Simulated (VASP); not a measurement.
# Au (Fm-3m) in VASP: further runs, part 2 of 2

VASP 6.6.1.

### Step 4. Single point, PBE

This run uses another cell than the first one, of 17.97 Å³/atom, 0.917 times its volume.

Contents of INCAR:

```
SYSTEM = Au
  PREC = Accurate
  ENCUT = 500
  EDIFF = 1E-6
  ISMEAR = 0
  SIGMA = 0.3
  LREAL = .FALSE.
  LASPH = .TRUE.
  NELM = 120
  ALGO = Normal
  ISIF = 2
  LWAVE = .FALSE.
  LCHARG = .FALSE.
  GGA = PE
  NBANDS = 12
  GGA_COMPAT = .FALSE.
```

Contents of KPOINTS:

```
Automatic mesh
0
G
  18 18 18
  0 0 0
```

Contents of POSCAR:

```
Au
1.0
    0.0000000000      2.0791152902      2.0791152902
    2.0791152902      0.0000000000      2.0791152902
    2.0791152902      2.0791152902      0.0000000000
Au
1
Direct
    0.0000000000      0.0000000000      0.0000000000
```

Potentials or basis: VASP PAW PBE potentials, release 64 (Au).

Run with:

```console
$ cat potpaw_PBE.64/Au/POTCAR > POTCAR
$ mpirun -np 1 vasp_std > vasp.out
```

OUTCAR:

```text
SYSTEM = Au
   PREC = Accurate
   ENCUT = 500
   EDIFF = 1E-6
   ISMEAR = 0
   LREAL = .FALSE.
   LASPH = .TRUE.
   NELM = 120
   ISIF = 2
   GGA = PE

 ion  position               nearest neighbor table
   1  0.000  0.000  0.000-

  LATTYP: Found a face centered cubic cell.
 ALAT       =     4.1582305804

  Lattice vectors:

 A1 = (   0.0000000000,   2.0791152902,   2.0791152902)
 A2 = (   2.0791152902,   0.0000000000,   2.0791152902)
 A3 = (   2.0791152902,   2.0791152902,   0.0000000000)

Analysis of symmetry for initial positions (statically):
=====================================================================
 Subroutine PRICEL returns:
 Original cell was already a primitive cell.

 Routine SETGRP: Setting up the symmetry group for a
 face centered cubic supercell.

 Subroutine GETGRP returns: Found 48 space group operations
 (whereof 48 operations were pure point group operations)
 out of a pool of 48 trial point group operations.

The static configuration has the point symmetry O_h .

Analysis of symmetry for dynamics (positions and initial velocities):
=====================================================================
 Subroutine PRICEL returns:
 Original cell was already a primitive cell.

 Routine SETGRP: Setting up the symmetry group for a
 face centered cubic supercell.

 Subroutine GETGRP returns: Found 48 space group operations
 (whereof 48 operations were pure point group operations)
 out of a pool of 48 trial point group operations.

The dynamic configuration has the point symmetry O_h .

 Subroutine INISYM returns: Found 48 space group operations
 (whereof 48 operations are pure point group operations),
 and found     1 'primitive' translations

----------------------------------------------------------------------------------------

                                     Primitive cell

  volume of cell :      17.9749

  direct lattice vectors                    reciprocal lattice vectors
     0.000000000  2.079115290  2.079115290    -0.240486904  0.240486904  0.240486904
     2.079115290  0.000000000  2.079115290     0.240486904 -0.240486904  0.240486904
     2.079115290  2.079115290  0.000000000     0.240486904  0.240486904 -0.240486904

  length of vectors
     2.940313041  2.940313041  2.940313041     0.416535537  0.416535537  0.416535537

  position of ions in fractional coordinates (direct lattice)
     0.000000000  0.000000000  0.000000000

  ion indices of the primitive-cell ions
   primitive index   ion index
                 1           1

----------------------------------------------------------------------------------------

 KPOINTS: Automatic mesh

Automatic generation of k-mesh.
 Grid dimensions read from file:
 generate k-points for:   18   18   18

 Generating k-lattice:

  Cartesian coordinates                     Fractional coordinates (reciprocal lattice)
    -0.013360384  0.013360384  0.013360384     0.055555556  0.000000000  0.000000000
     0.013360384 -0.013360384  0.013360384     0.000000000  0.055555556  0.000000000
     0.013360384  0.013360384 -0.013360384     0.000000000  0.000000000  0.055555556

  Length of vectors
     0.023140863  0.023140863  0.023140863

  Shift w.r.t. Gamma in fractional coordinates (k-lattice)
     0.000000000  0.000000000  0.000000000

 Subroutine IBZKPT returns following result:
 ===========================================

 Found    195 irreducible k-points:

 Following reciprocal coordinates:
            Coordinates               Weight
  0.000000  0.000000  0.000000      1.000000
  0.055556  0.000000  0.000000      8.000000
  0.111111  0.000000  0.000000      8.000000
  0.166667  0.000000  0.000000      8.000000
  0.222222  0.000000  0.000000      8.000000
  0.277778  0.000000  0.000000      8.000000
[... 16 lines left out ...]
 -0.277778  0.055556  0.000000     24.000000
 -0.222222  0.055556  0.000000     24.000000
 [... further k-points ...]
   k-points           NKPTS =    195   k-points in BZ     NKDIM =    195   number of bands    NBANDS=     12
   number of dos      NEDOS =    301   number of ions     NIONS =      1
   total plane-waves  NPLWV =  13824
   dimension x,y,z NGX =    24 NGY =   24 NGZ =   24
   dimension x,y,z NGXF=    48 NGYF=   48 NGZF=   48
   ions per type =               1
   NGX,Y,Z   is equivalent  to a cutoff of  13.57, 13.57, 13.57 a.u.
   NGXF,Y,Z  is equivalent  to a cutoff of  27.14, 27.14, 27.14 a.u.
 SYSTEM =  Au
   PREC   = accura    normal or accurate (medium, high low for compatibility)
   ISTART =      0    job   : 0-new  1-cont  2-samecut
   ICHARG =      2    charge: 1-file 2-atom 10-const
   ISPIN  =      1    spin polarized calculation?
   LNONCOLLINEAR =      F non collinear calculations
   LSORBIT =      F    spin-orbit coupling
   LASPH  =      T    aspherical Exc in radial PAW
   ENCUT  =  500.0 eV  36.75 Ry    6.06 a.u.   5.36  5.36  5.36*2*pi/ulx,y,z
   NELM   =    120;   NELMIN=  2; NELMDL= -5     # of ELM steps
   EDIFF  = 0.1E-05   stopping-criterion for ELM
   LREAL  =      F    real-space projection
   EDIFFG = 0.1E-04   stopping-criterion for IOM
   NSW    =      0    number of steps for IOM
   IBRION =     -1    ionic relax: 0-MD 1-quasi-New 2-CG
   NFREE  =      0    steps in history (QN), initial steepest desc. (CG)
   ISIF   =      2    stress and relaxation
   ISYM   =      2    0-nonsym 1-usesym 2-fastsym
   POTIM  = 0.5000    time-step for ionic-motion
   TEBEG  =    0.0;   TEEND  =   0.0 temperature during run
   PSTRESS=    0.0 pullay stress
   NELECT =      11.0000    total number of electrons
   NUPDOWN=      -1.0000    fix difference up-down
   EMIN   =  10.00;   EMAX   =-10.00  energy-range for DOS
   EFERMI =   0.00;   METHOD = LEGACY
   ISMEAR =     0;   SIGMA  =   0.30  broadening in eV -4-tet -1-fermi 0-gaus
   EFERMI_NEDOS =   21; number of points for ismear=-14 and -15
   IALGO  =     38    algorithm
   IMIX   =      4    mixing-type and parameters
     AMIX     =   0.40;   BMIX     =  1.00
     AMIX_MAG =   1.60;   BMIX_MAG =  1.00
  volume/ion in A,a.u.               =      17.97       121.30
  Fermi-wavevector in a.u.,A,eV,Ry     =   1.389901  2.626532 26.284066  1.931824
  Thomas-Fermi vector in A             =   2.513887
   LORBIT       =      0    0 simple, 1 ext, 2 COOP (PROOUT), +10 PAW based schemes
   GGA     = PE    functional components
   LHFCALC =     F    Hartree Fock is set to
   AEXX    =    0.0000 exact exchange contribution
   IVDW    =     0    specifies the selected vdW correction
   LEPSILON=     F    determine dielectric tensor
   LRPA    =     F    only Hartree local field effects (RPA)
 non-spin polarized calculation
 Gauss-broadening in eV      SIGMA  =   0.30
  energy-cutoff  :      500.00
  volume of cell :       17.97
 maximum number of plane-waves:       471
 NGX is ok and might be reduce to    24
   NGX = 11   NGY = 11   NGZ = 11

 number of electron      11.0000001 magnetization

 Free energy of the ion-electron system (eV)
  ---------------------------------------------------
  ext. energy  EPLUGINS =         0.00000000
  ---------------------------------------------------
  free energy    TOTEN  =        -3.22759896 eV

  energy without entropy =       -3.21526143  energy(sigma->0) =       -3.22143019

 E-fermi :   8.5985     XC(G=0): -12.3996

 val. band max:        8.5906749623   @ k =   0.5000   0.1667   0.0556
 cond. band min:       8.6557206171   @ k =   0.5000   0.3333   0.1111
 fundamental gap:      0.0650456548
 Fermi energy:         8.5985226841

 k-point     1 :       0.0000    0.0000    0.0000
  band No.  band energies     occupation
      1      -0.6944      2.00000
      2       4.1936      2.00000
      3       4.1936      2.00000
      4       4.1936      2.00000
      5       5.5714      2.00000
      6       5.5714      2.00000
      7      23.1921      0.00000
      8      26.8844      0.00000
      9      26.8844      0.00000
     10      26.8844      0.00000
     11      31.6231      0.00000
     12      35.7009      0.00000
[... 331 lines left out ...]
 k-point    24 :      -0.2222    0.0556    0.0000
  band No.  band energies     occupation
      1       1.0262      2.00000
      2       3.9646      2.00000
      3       4.4763      2.00000
      4       4.5085      2.00000
      5       5.4922      2.00000
      6       5.9301      2.00000
      7      19.8428      0.00000
      8      24.1015      0.00000
      9      26.6271      0.00000
     10      29.0650      0.00000
     11      29.3816      0.00000
     12      30.9363      0.00000

 [... further k-points ...]
[... 5 lines left out ...]
  --------------------------------------------------------------------------------------
  -------------------------------------------------------------------------------------
  Total       -0.0273435     -0.0273435     -0.0273435     -0.0000000      0.0000000     -0.0000000
  in kB       -2.4372419     -2.4372419     -2.4372419     -0.0000000      0.0000000     -0.0000000
  external PRESSURE =      -2.4372419 kB  Pullay stress =       0.0000000 kB

 VOLUME and BASIS-vectors are now :
 -----------------------------------------------------------------------------
  energy-cutoff  :      500.00
  volume of cell :       17.97
      direct lattice vectors                 reciprocal lattice vectors
     0.000000000  2.079115290  2.079115290    -0.240486904  0.240486904  0.240486904
     2.079115290  0.000000000  2.079115290     0.240486904 -0.240486904  0.240486904
     2.079115290  2.079115290  0.000000000     0.240486904  0.240486904 -0.240486904

 POSITION                                       TOTAL-FORCE (eV/Angst)
 -----------------------------------------------------------------------------------
      0.00000      0.00000      0.00000         0.000000     -0.000000      0.000000
 -----------------------------------------------------------------------------------
    total drift:                               -0.000000      0.000000     -0.000000

  FREE ENERGIE OF THE ION-ELECTRON SYSTEM (eV)
  ---------------------------------------------------
  free  energy   TOTEN  =        -3.2275989553 eV

  energy  without entropy=       -3.2152614295  energy(sigma->0) =       -3.22143019
```

OSZICAR:

```text
N       E                     dE             d eps       ncg     rms          rms(c)
DAV:   1     0.468367220324E+02    0.46837E+02   -0.54174E+03  4992   0.782E+02
DAV:   2    -0.285711695658E+01   -0.49694E+02   -0.46795E+02  5476   0.179E+02
DAV:   3    -0.348852065630E+01   -0.63140E+00   -0.63066E+00  5672   0.196E+01
DAV:   4    -0.349074700530E+01   -0.22263E-02   -0.22263E-02  5580   0.134E+00
DAV:   5    -0.349076446859E+01   -0.17463E-04   -0.17463E-04  5748   0.114E-01    0.796E+00
DAV:   6    -0.324483495926E+01    0.24593E+00   -0.69651E-01  5068   0.667E+00    0.520E+00
DAV:   7    -0.322944344593E+01    0.15392E-01   -0.53214E-02  5608   0.187E+00    0.263E+00
DAV:   8    -0.322760598059E+01    0.18375E-02   -0.11414E-03  5160   0.280E-01    0.239E-01
DAV:   9    -0.322759295198E+01    0.13029E-04   -0.70862E-06  5712   0.228E-02    0.182E-02
DAV:  10    -0.322759903308E+01   -0.60811E-05   -0.31632E-06  5508   0.173E-02    0.264E-03
DAV:  11    -0.322759895532E+01    0.77763E-07   -0.74163E-08  2984   0.210E-03
   1 F= -.32275990E+01 E0= -.32214302E+01  d E =-.123375E-01
```

stdout:

```text
POSCAR found type information on POSCAR Au
 POSCAR found :  1 types and       1 ions
 scaLAPACK will be used
 LDA part: xc-table for (Slater+PW92), standard interpolation
 POSCAR, INCAR and KPOINTS ok, starting setup
 FFT: planning ... GRIDC
 FFT: planning ... GRID_SOFT
 FFT: planning ... GRID
 WAVECAR not read
 entering main loop
```

It took 40 s on 1 thread of Intel Xeon 8259CL, shared host; peak memory 0.17 GiB.

What came out:

```yaml
Free_energy: -3.2276 eV
Pressure: -0.2 GPa
```

Levels at points of the mesh, in eV from the Fermi level:
```tsv
k point	band 3	band 4	band 5	band 6	band 7	band 8	band 9	band 10
(0.00, 0.00, 0.00)	-4.40	-4.40	-3.03	-3.03	14.59	18.29	18.29	18.29
(0.50, 0.00, 0.00)	-4.44	-1.93	-1.93	-0.70	2.80	14.03	16.74	16.74
(0.50, 0.50, 0.00)	-1.98	-1.64	-1.64	1.18	5.36	9.87	9.87	16.65
```

Caveat: spin-orbit coupling is left out, which moves the levels of the heavy elements.

### Step 5. Overview

```csv
task,cell,cutoff (eV),gap on the mesh (eV),pressure (GPa)
single point,"a = 3.026 Å, angles 60.0°, 1 atom",520,none,-9.4
relaxation of cell and atoms,"relaxed from a = 2.946 Å, angles 60.0°, 1 atom",600,none,0.0
single point,"a = 2.940 Å, angles 60.0°, 1 atom",500,none,-0.2
```

Alike in all rows: level PBE; potentials or basis VASP PAW PBE potentials, release 64 (Au); no spin polarisation; k mesh 18 × 18 × 18; smearing gaussian 0.3 eV.

Caveats: spin-orbit coupling is left out, which moves the levels of the heavy elements.

Total energies depend on the potentials used, so only differences within one code and one set of settings carry meaning.
